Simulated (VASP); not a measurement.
# HfC (Fm-3m) in VASP: further runs

Runs on HfC. Level: PBEsol. Tasks: relaxation of cell and atoms.

Everything below comes from runs of VASP 6.6.1. Logs are shortened: lines on timing, memory, paths and dates and some standing lists are left out, and cuts for length are marked.

**1. The cell of the first run**

The structure is cubic, space group Fm-3m (No. 225). Conventional cell: a = 4.650 Å, b = 4.650 Å, c = 4.650 Å, α = 90.00°, β = 90.00°, γ = 90.00°. Hf (site symmetry m-3m) has 6 C at 2.33 Å within 3.1 Å. Within 3.1 Å of C (site symmetry m-3m) lie 6 Hf at 2.33 Å.

**2. Relaxation of cell and atoms, PBEsol, target pressure 5 GPa, at which the enthalpy is minimised**

INCAR

```
SYSTEM = HfC
PREC = Accurate
ENCUT = 600
EDIFF = 1E-7
ISMEAR = -1
SIGMA = 0.05
LREAL = .FALSE.
LASPH = .TRUE.
NELM = 80
ALGO = Normal
ISIF = 3
LWAVE = .FALSE.
LCHARG = .FALSE.
GGA = PS
IBRION = 2
NSW = 80
EDIFFG = -0.02
PSTRESS = 50.0
```

KPOINTS

```
Automatic mesh
0
G
  10 10 10
  0 0 0
```

POSCAR

```
HfC
1.0
    0.0000000000      2.3250000000      2.3250000000
    2.3250000000      0.0000000000      2.3250000000
    2.3250000000      2.3250000000      0.0000000000
Hf C
1 1
Direct
    0.5000000000      0.5000000000      0.5000000000
    0.0000000000      0.0000000000      0.0000000000
```

Potentials or basis: VASP PAW PBE potentials, release 64 (Hf_pv, C).

On the command line:

```sh
$ cat potpaw_PBE.64/Hf_pv/POTCAR potpaw_PBE.64/C/POTCAR > POTCAR
$ mpirun -np 1 vasp_std > vasp.out
```

OUTCAR:

```text
SYSTEM = HfC
   PREC = Accurate
   ENCUT = 600
   EDIFF = 1E-7
   ISMEAR = -1
   LREAL = .FALSE.
   LASPH = .TRUE.
   NELM = 80
   ISIF = 3
   GGA = PS
   IBRION = 2
   NSW = 80
   EDIFFG = -0.02
   PSTRESS = 50.0

 ion  position               nearest neighbor table
   1  0.500  0.500  0.500-   2 2.33   2 2.33   2 2.33   2 2.33   2 2.33   2 2.33
   2  0.000  0.000  0.000-   1 2.33   1 2.33   1 2.33   1 2.33   1 2.33   1 2.33

  LATTYP: Found a face centered cubic cell.
 ALAT       =     4.6500000000

  Lattice vectors:

 A1 = (   0.0000000000,   2.3250000000,   2.3250000000)
 A2 = (   2.3250000000,   0.0000000000,   2.3250000000)
 A3 = (   2.3250000000,   2.3250000000,   0.0000000000)

Analysis of symmetry for initial positions (statically):
=====================================================================
 Subroutine PRICEL returns:
 Original cell was already a primitive cell.

 Routine SETGRP: Setting up the symmetry group for a
 face centered cubic supercell.

 Subroutine GETGRP returns: Found 48 space group operations
 (whereof 48 operations were pure point group operations)
 out of a pool of 48 trial point group operations.

The static configuration has the point symmetry O_h .

Analysis of symmetry for dynamics (positions and initial velocities):
=====================================================================
 Subroutine PRICEL returns:
 Original cell was already a primitive cell.

 Routine SETGRP: Setting up the symmetry group for a
 face centered cubic supercell.

 Subroutine GETGRP returns: Found 48 space group operations
 (whereof 48 operations were pure point group operations)
 out of a pool of 48 trial point group operations.

The dynamic configuration has the point symmetry O_h .

 Subroutine INISYM returns: Found 48 space group operations
 (whereof 48 operations are pure point group operations),
 and found     1 'primitive' translations

----------------------------------------------------------------------------------------

                                     Primitive cell

  volume of cell :      25.1362

  direct lattice vectors                    reciprocal lattice vectors
     0.000000000  2.325000000  2.325000000    -0.215053763  0.215053763  0.215053763
     2.325000000  0.000000000  2.325000000     0.215053763 -0.215053763  0.215053763
     2.325000000  2.325000000  0.000000000     0.215053763  0.215053763 -0.215053763

  length of vectors
     3.288046533  3.288046533  3.288046533     0.372484045  0.372484045  0.372484045

  position of ions in fractional coordinates (direct lattice)
     0.500000000  0.500000000  0.500000000
     0.000000000  0.000000000  0.000000000

  ion indices of the primitive-cell ions
   primitive index   ion index
                 1           1
                 2           2

----------------------------------------------------------------------------------------

 KPOINTS: Automatic mesh

Automatic generation of k-mesh.
 Grid dimensions read from file:
 generate k-points for:   10   10   10

 Generating k-lattice:

  Cartesian coordinates                     Fractional coordinates (reciprocal lattice)
    -0.021505376  0.021505376  0.021505376     0.100000000  0.000000000  0.000000000
     0.021505376 -0.021505376  0.021505376     0.000000000  0.100000000  0.000000000
     0.021505376  0.021505376 -0.021505376     0.000000000  0.000000000  0.100000000

  Length of vectors
     0.037248404  0.037248404  0.037248404

  Shift w.r.t. Gamma in fractional coordinates (k-lattice)
     0.000000000  0.000000000  0.000000000

 Subroutine IBZKPT returns following result:
 ===========================================

 Found     47 irreducible k-points:

 Following reciprocal coordinates:
            Coordinates               Weight
  0.000000  0.000000  0.000000      1.000000
  0.100000  0.000000  0.000000      8.000000
  0.200000  0.000000  0.000000      8.000000
  0.300000  0.000000  0.000000      8.000000
  0.400000  0.000000  0.000000      8.000000
  0.500000  0.000000  0.000000      4.000000
[... 16 lines left out ...]
  0.300000  0.300000  0.000000      6.000000
  0.400000  0.300000  0.000000     24.000000
 [... further k-points ...]
   k-points           NKPTS =     47   k-points in BZ     NKDIM =     47   number of bands    NBANDS=     11
   number of dos      NEDOS =    301   number of ions     NIONS =      2
   total plane-waves  NPLWV =  21952
   dimension x,y,z NGX =    28 NGY =   28 NGZ =   28
   dimension x,y,z NGXF=    56 NGYF=   56 NGZF=   56
   ions per type =               1   1
   NGX,Y,Z   is equivalent  to a cutoff of  14.16, 14.16, 14.16 a.u.
   NGXF,Y,Z  is equivalent  to a cutoff of  28.31, 28.31, 28.31 a.u.
 SYSTEM =  HfC
   PREC   = accura    normal or accurate (medium, high low for compatibility)
   ISTART =      0    job   : 0-new  1-cont  2-samecut
   ICHARG =      2    charge: 1-file 2-atom 10-const
   ISPIN  =      1    spin polarized calculation?
   LNONCOLLINEAR =      F non collinear calculations
   LSORBIT =      F    spin-orbit coupling
   LASPH  =      T    aspherical Exc in radial PAW
   ENCUT  =  600.0 eV  44.10 Ry    6.64 a.u.   6.57  6.57  6.57*2*pi/ulx,y,z
   NELM   =     80;   NELMIN=  2; NELMDL= -5     # of ELM steps
   EDIFF  = 0.1E-06   stopping-criterion for ELM
   LREAL  =      F    real-space projection
   EDIFFG = -.2E-01   stopping-criterion for IOM
   NSW    =     80    number of steps for IOM
   IBRION =      2    ionic relax: 0-MD 1-quasi-New 2-CG
   NFREE  =      1    steps in history (QN), initial steepest desc. (CG)
   ISIF   =      3    stress and relaxation
   ISYM   =      2    0-nonsym 1-usesym 2-fastsym
   POTIM  = 0.5000    time-step for ionic-motion
   TEBEG  =    0.0;   TEEND  =   0.0 temperature during run
   PSTRESS=   50.0 pullay stress
   NELECT =      14.0000    total number of electrons
   NUPDOWN=      -1.0000    fix difference up-down
   EMIN   =  10.00;   EMAX   =-10.00  energy-range for DOS
   EFERMI =   0.00;   METHOD = LEGACY
   ISMEAR =    -1;   SIGMA  =   0.05  broadening in eV -4-tet -1-fermi 0-gaus
   EFERMI_NEDOS =   21; number of points for ismear=-14 and -15
   IALGO  =     38    algorithm
   IMIX   =      4    mixing-type and parameters
     AMIX     =   0.40;   BMIX     =  1.00
     AMIX_MAG =   1.60;   BMIX_MAG =  1.00
  volume/ion in A,a.u.               =      12.57        84.81
  Fermi-wavevector in a.u.,A,eV,Ry     =   1.346949  2.545365 24.684672  1.814272
  Thomas-Fermi vector in A             =   2.474740
   LORBIT       =      0    0 simple, 1 ext, 2 COOP (PROOUT), +10 PAW based schemes
   GGA     = PS    functional components
   LHFCALC =     F    Hartree Fock is set to
   AEXX    =    0.0000 exact exchange contribution
   IVDW    =     0    specifies the selected vdW correction
   LEPSILON=     F    determine dielectric tensor
   LRPA    =     F    only Hartree local field effects (RPA)
 conjugate gradient relaxation of ions
 non-spin polarized calculation
  energy-cutoff  :      600.00
  volume of cell :       25.14
 maximum number of plane-waves:       869
 NGX is ok and might be reduce to    28
   NGX = 13   NGY = 13   NGZ = 13

--------------------------------------- Ionic step        1  -------------------------------------------

 number of electron      14.0000000 magnetization

 Free energy of the ion-electron system (eV)
  ---------------------------------------------------
  ext. energy  EPLUGINS =         0.00000000
  ---------------------------------------------------
  free energy    TOTEN  =       -22.17921166 eV

  energy without entropy =      -22.17642586  energy(sigma->0) =      -22.17781876

------------------------ aborting loop because EDIFF is reached ----------------------------------------

  FORCE on cell =-STRESS in cart. coord.  units (eV):
  Direction    XX          YY          ZZ          XY          YZ          ZX
  --------------------------------------------------------------------------------------
  -------------------------------------------------------------------------------------
  Total       -1.1046191     -1.1046191     -1.1046191      0.0000000      0.0000000     -0.0000000
  in kB      -70.4083673    -70.4083673    -70.4083673      0.0000000      0.0000000     -0.0000000
  external PRESSURE =    -120.4083673 kB  Pullay stress =      50.0000000 kB

 VOLUME and BASIS-vectors are now :
 -----------------------------------------------------------------------------
  energy-cutoff  :      600.00
  volume of cell :       25.14
      direct lattice vectors                 reciprocal lattice vectors
     0.000000000  2.325000000  2.325000000    -0.215053763  0.215053763  0.215053763
     2.325000000  0.000000000  2.325000000     0.215053763 -0.215053763  0.215053763
     2.325000000  2.325000000  0.000000000     0.215053763  0.215053763 -0.215053763
[... 84 lines left out ...]
  FREE ENERGIE OF THE ION-ELECTRON SYSTEM (eV)
  ---------------------------------------------------
  free  energy   TOTEN  =       -22.1896183326 eV

  energy  without entropy=      -22.1869854540  energy(sigma->0) =      -22.18830189

  enthalpy is  TOTEN    =       -21.4411180406 eV   P V=        0.7485002919

--------------------------------------- Ionic step        4  -------------------------------------------

 number of electron      13.9999999 magnetization

 Free energy of the ion-electron system (eV)
  ---------------------------------------------------
  ext. energy  EPLUGINS =         0.00000000
  ---------------------------------------------------
  free energy    TOTEN  =       -22.18871518 eV

  energy without entropy =      -22.18608429  energy(sigma->0) =      -22.18739973

 E-fermi :   6.1983     XC(G=0): -12.6592

 val. band max:        6.1742154273   @ k =   0.1000   0.0000   0.0000
 cond. band min:       6.3191164551   @ k =   0.1000   0.1000   0.0000
 fundamental gap:      0.1449010278
 Fermi energy:         6.1982855257

 k-point     1 :       0.0000    0.0000    0.0000
  band No.  band energies     occupation
      1     -23.0861      2.00000
      2     -23.0861      2.00000
      3     -23.0861      2.00000
      4      -6.3531      2.00000
      5       7.2333      0.00000
      6       7.2333      0.00000
      7       7.2333      0.00000
      8       7.5359      0.00000
      9       7.5359      0.00000
     10       7.5359      0.00000
     11       9.6932      0.00000

 k-point     2 :       0.1000    0.0000    0.0000
  band No.  band energies     occupation
      1     -23.1706      2.00000
      2     -23.0940      2.00000
      3     -23.0940      2.00000
      4      -6.0811      2.00000
      5       5.7845      1.99949
      6       6.1742      1.23616
      7       6.1742      1.23616
      8       7.9756      0.00000
      9       7.9756      0.00000
     10       8.3853      0.00000
     11      10.8658      0.00000
[... 295 lines left out ...]
 k-point    24 :       0.4000    0.3000    0.0000
  band No.  band energies     occupation
      1     -23.6818      2.00000
      2     -23.3245      2.00000
      3     -23.2992      2.00000
      4      -4.1515      2.00000
      5       2.3802      2.00000
      6       4.2419      2.00000
      7       5.4711      2.00000
      8       6.3807      0.05078
      9      11.8159      0.00000
     10      12.9083      0.00000
     11      13.0415      0.00000

 [... further k-points ...]
[... 5 lines left out ...]
  --------------------------------------------------------------------------------------
  -------------------------------------------------------------------------------------
  Total        0.7443125      0.7443125      0.7443125     -0.0000000     -0.0000000      0.0000000
  in kB       49.7830038     49.7830038     49.7830038     -0.0000000     -0.0000000      0.0000000
  external PRESSURE =      -0.2169962 kB  Pullay stress =      50.0000000 kB

 VOLUME and BASIS-vectors are now :
 -----------------------------------------------------------------------------
  energy-cutoff  :      600.00
  volume of cell :       23.95
      direct lattice vectors                 reciprocal lattice vectors
     0.000000000  2.287976737  2.287976737    -0.218533690  0.218533690  0.218533690
     2.287976737  0.000000000  2.287976737     0.218533690 -0.218533690  0.218533690
     2.287976737  2.287976737 -0.000000000     0.218533690  0.218533690 -0.218533690

 POSITION                                       TOTAL-FORCE (eV/Angst)
 -----------------------------------------------------------------------------------
      2.28798      2.28798      2.28798         0.000000      0.000000     -0.000000
      0.00000      0.00000      0.00000        -0.000000     -0.000000      0.000000
 -----------------------------------------------------------------------------------
    total drift:                                0.000000      0.000000      0.000000

  FREE ENERGIE OF THE ION-ELECTRON SYSTEM (eV)
  ---------------------------------------------------
  free  energy   TOTEN  =       -22.1887151807 eV

  energy  without entropy=      -22.1860842875  energy(sigma->0) =      -22.18739973

  enthalpy is  TOTEN    =       -21.4411583206 eV   P V=        0.7475568601

 reached required accuracy - stopping structural energy minimisation
```

Wall time 80 s (1 thread of AMD EPYC 7R13 (Zen 3), shared host); peak memory 0.14 GiB.

Results:

* Free energy: -22.1887 eV
* Relaxed volume: 11.98 Å³/atom
* Relaxed cell: a = 3.236 Å, b = 3.236 Å, c = 3.236 Å, α = 60.00°, β = 60.00°, γ = 60.00°
* Space group after relaxing (to 0.05 Å): Fm-3m (No. 225)
* Energy change on relaxing (the enthalpy is what falls): -4.8 meV/atom
* Ionic steps: 4
* Pressure after relaxing: 5.0 GPa
* Band gap on the k mesh: zero (band 7 reaches 7.23 eV, above the bottom of band 8 at 5.79 eV)

The path:
| step | energy change (eV) | largest force (eV/Å) | pressure (GPa) | volume (Å³) |
| --- | --- | --- | --- | --- |
| 1 | 0.0000 | 0.0000 | -7.04 | 25.14 |
| 2 | 0.2384 | 0.0000 | 35.07 | 21.85 |
| 3 | -0.0104 | 0.0000 | 4.62 | 23.98 |
| 4 | -0.0095 | 0.0000 | 4.98 | 23.95 |

Final structure:
```
Hf C
1.0
     0.00000    2.28798    2.28798
     2.28798    0.00000    2.28798
     2.28798    2.28798    0.00000
Hf C
1 1
Direct
  0.50000 0.50000 0.50000
  0.00000 0.00000 0.00000
```

Caveat: the cell is relaxed towards a set pressure, so the enthalpy falls and the energy may rise; the PAW data sets were made with another functional, which shifts forces and pressure a little; spin-orbit coupling is left out, which moves the levels of the heavy elements.

**3. Relaxation of cell and atoms, PBEsol, target pressure 10 GPa, at which the enthalpy is minimised**

INCAR

```
SYSTEM = HfC
PREC = Accurate ; ENCUT = 600
EDIFF = 1E-6 ; ISMEAR = -1
SIGMA = 0.05 ; LREAL = .False.
LASPH = .True. ; NELM = 80
ALGO = Normal ; ISIF = 3
LWAVE = .False. ; LCHARG = .False.
GGA = PS ; IBRION = 2
NSW = 80 ; EDIFFG = -0.02
PSTRESS = 100.0
```

KPOINTS

```
regular mesh
0
Gamma
  10 10 10
  0 0 0
```

POSCAR is that of step 2.

Potentials or basis: VASP PAW PBE potentials, release 64 (Hf_pv, C).

On the command line:

```sh
$ cat potpaw_PBE.64/Hf_pv/POTCAR potpaw_PBE.64/C/POTCAR > POTCAR
$ mpirun -np 1 vasp_std > vasp.out
```

Wall time 94 s (1 thread of AMD EPYC 7R13 (Zen 3), shared host); peak memory 0.14 GiB.

The run converged. Its results:

* Free energy: -22.1696 eV
* Relaxed volume: 11.77 Å³/atom
* Relaxed cell: a = 3.217 Å, b = 3.217 Å, c = 3.217 Å, α = 60.00°, β = 60.00°, γ = 60.00°
* Space group after relaxing (to 0.05 Å): Fm-3m (No. 225)
* Energy change on relaxing (the enthalpy is what falls): +4.8 meV/atom
* Ionic steps: 4
* Pressure after relaxing: 9.9 GPa
* Band gap on the k mesh: zero (band 7 reaches 7.38 eV, above the bottom of band 8 at 5.93 eV)

The path:
| step | energy change (eV) | largest force (eV/Å) | pressure (GPa) | volume (Å³) |
| --- | --- | --- | --- | --- |
| 1 | 0.0000 | 0.0000 | -7.04 | 25.14 |
| 2 | 0.6160 | 0.0000 | 61.02 | 20.58 |
| 3 | 0.0059 | 0.0000 | 9.09 | 23.60 |
| 4 | 0.0097 | 0.0000 | 9.95 | 23.54 |

Final structure:
```
Hf C
1.0
     0.00000    2.27469    2.27469
     2.27469    0.00000    2.27469
     2.27469    2.27469    0.00000
Hf C
1 1
Direct
  0.50000 0.50000 0.50000
  0.00000 0.00000 0.00000
```

Levels at points of the mesh, in eV from the Fermi level:
```csv
k point,band 5,band 6,band 7,band 8,band 9,band 10
"(0.00, 0.00, 0.00)",1.05,1.05,1.05,1.34,1.34,1.34
"(0.50, 0.00, 0.00)",-6.50,-3.24,-3.24,5.66,5.66,6.18
"(0.50, 0.50, 0.00)",-2.52,-2.08,-0.02,-0.02,5.67,7.24
```

Caveat: the cell is relaxed towards a set pressure, so the enthalpy falls and the energy may rise; the PAW data sets were made with another functional, which shifts forces and pressure a little; spin-orbit coupling is left out, which moves the levels of the heavy elements.

**4. Relaxation of cell and atoms, PBEsol, target pressure 20 GPa, at which the enthalpy is minimised**

INCAR

```
SYSTEM = HfC
ALGO = Normal
EDIFF = 1E-6
EDIFFG = -0.02
ENCUT = 600
GGA = PS
IBRION = 2
ISIF = 3
ISMEAR = -1
LASPH = .TRUE.
LCHARG = .FALSE.
LREAL = .FALSE.
LWAVE = .FALSE.
NELM = 80
NSW = 80
PREC = Accurate
PSTRESS = 200.0
SIGMA = 0.05
```

KPOINTS

```
k-points
0
G
  10 10 10
  0 0 0
```

POSCAR is that of step 3.

On the command line:

```sh
$ cat potpaw_PBE.64/Hf_pv/POTCAR potpaw_PBE.64/C/POTCAR > POTCAR
$ mpirun -np 1 vasp_std > vasp.out
```

It took 97 s on 1 thread of AMD EPYC 7R13 (Zen 3), shared host; peak memory 0.15 GiB.

Results (log left out):

```yaml
Free_energy: -22.0996 eV
Relaxed_volume: 11.39 Å³/atom
Relaxed_cell: a = 3.182 Å, b = 3.182 Å, c = 3.182 Å, α = 60.00°, β = 60.00°, γ = 60.00°
Space_group_after_relaxing_to_0.05_Å: Fm-3m (No. 225)
Energy_change_on_relaxing_the_enthalpy_is_what_falls: +39.8 meV/atom
Ionic_steps: 5
Pressure_after_relaxing: 20.1 GPa
Band_gap_on_the_k_mesh: zero (band 7 reaches 7.66 eV, above the bottom of band 8 at 6.21 eV)
```

Step by step:
```
step  energy change (eV)  largest force (eV/Å)  pressure (GPa)  volume (Å³)
   1              0.0000                0.0000           -7.04        25.14
   2              2.0307                0.0000          134.63        18.18
   3              0.0575                0.0000           17.38        22.97
   4              0.0741                0.0000           19.45        22.83
   5              0.0796                0.0000           20.11        22.79
```

Final structure:
```
CELL_PARAMETERS angstrom
0.00000 2.25014 2.25014
2.25014 0.00000 2.25014
2.25014 2.25014 0.00000
ATOMIC_POSITIONS crystal
Hf 0.50000 0.50000 0.50000
C 0.00000 0.00000 0.00000
```

Levels at points of the mesh, in eV from the Fermi level:
| k point | band 4 | band 5 | band 6 | band 7 | band 8 | band 9 | band 10 | band 11 |
| --- | --- | --- | --- | --- | --- | --- | --- | --- |
| (0.00, 0.00, 0.00) | -12.81 | 1.06 | 1.06 | 1.06 | 1.34 | 1.34 | 1.34 | 3.65 |
| (0.50, 0.00, 0.00) | -8.37 | -6.66 | -3.37 | -3.37 | 5.86 | 5.86 | 6.39 | 7.00 |
| (0.50, 0.50, 0.00) | -10.85 | -2.46 | -2.21 | 0.02 | 0.02 | 5.87 | 7.52 | 7.52 |

Caveat: the cell is relaxed towards a set pressure, so the enthalpy falls and the energy may rise; the PAW data sets were made with another functional, which shifts forces and pressure a little; spin-orbit coupling is left out, which moves the levels of the heavy elements.

**5. Overview**

| cell | gap on the mesh (eV) | pressure (GPa) |
| --- | --- | --- |
| relaxed to 5 GPa | none | 5.0 |
| relaxed to 10 GPa | none | 9.9 |
| relaxed to 20 GPa | none | 20.1 |

Alike in all rows: task relaxation of cell and atoms; level PBEsol; potentials or basis VASP PAW PBE potentials, release 64 (Hf_pv, C); no spin polarisation; k mesh 10 × 10 × 10; cutoff (eV) 600; smearing fermi-dirac 0.05 eV.

Caveats: the cell is relaxed towards a set pressure, so the enthalpy falls and the energy may rise; the PAW data sets were made with another functional, which shifts forces and pressure a little; spin-orbit coupling is left out, which moves the levels of the heavy elements.

Absolute energies hang on the potentials; compare differences alone.
